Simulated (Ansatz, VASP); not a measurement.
**Two plane-wave programs on SnTe2**

File INCAR:

```
PREC = Accurate
ENCUT = 520
EDIFF = 1E-6
ISMEAR = -1
SIGMA = 0.02
LREAL = False
LASPH = True
NELM = 60
ALGO = Normal
ISIF = 2
LWAVE = False
LCHARG = False
GGA = PE
NBANDS = 35
```

KPOINTS

```
regular mesh
0
Gamma
  5 5 5
```

File POSCAR:

```
SnTe2
1.0
    6.9585660197      0.0000000000      0.0000000000
    0.0000000000      6.9585660197      0.0000000000
    0.0000000000      0.0000000000      4.4179125098
Sn Te
2 4
Direct
    0.0000000000      0.0000000000      0.0000000000
    0.5000000000      0.5000000000      0.5000000000
    0.3023537661      0.3023537661      0.0000000000
    0.1976462339      0.8023537661      0.5000000000
    0.8023537661      0.1976462339      0.5000000000
    0.6976462339      0.6976462339      0.0000000000
```

Input for Ansatz:

```yaml
crystal:
  lattice:
    - [6.9585660197, 0.0, 0.0]
    - [0.0, 6.9585660197, 0.0]
    - [0.0, 0.0, 4.4179125098]
  atoms:
    - { symbol: Sn, position: [0.0, 0.0, 0.0] }
    - { symbol: Sn, position: [0.5, 0.5, 0.5] }
    - { symbol: Te, position: [0.3023537661, 0.3023537661, 0.0] }
    - { symbol: Te, position: [0.1976462339, 0.8023537661, 0.5] }
    - { symbol: Te, position: [0.8023537661, 0.1976462339, 0.5] }
    - { symbol: Te, position: [0.6976462339, 0.6976462339, 0.0] }
kpoints:
  mp_grid: { grid: [5, 5, 5] }
hamiltonian:
  xc: pbe
scf:
  occupations: { method: fermi_dirac, width: 0.02 }
  n_extra_bands: 5
output:
  forces: true
  stress: true
  eigenvalues: true
```

Alike in both runs: task single point; functional PBE; k mesh 5 × 5 × 5; occupations fermi-dirac, width 0.02 eV; no spin polarisation.

|  | VASP | Ansatz |
| --- | --- | --- |
| version | VASP 6.6.1 | Ansatz 0.2.0 |
| potentials or method | VASP PAW PBE potentials, release 64 (Sn_d, Te) | plane waves |
| plane-wave cutoff (eV) | 520 | 420 |
| valence electrons in the cell | 52 | 92 |

|  | VASP | Ansatz | Ansatz less VASP |
| --- | --- | --- | --- |
| pressure (GPa) | 1.2 | 1.2 | +0.02 |
| traceless stress, the component that is largest in VASP (GPa) | 0.08 | 0.07 | -0.014 |
| rms of the force components (eV/Å) | 0.020 | 0.018 | -0.0011 |

Atom by atom the forces differ by 0.001 eV/Å (rms over components). VASP's potentials hold 52 valence electrons a cell and Ansatz's 92, so a difference there can come from the potentials and not from the codes.

Neither program's run includes spin-orbit coupling.
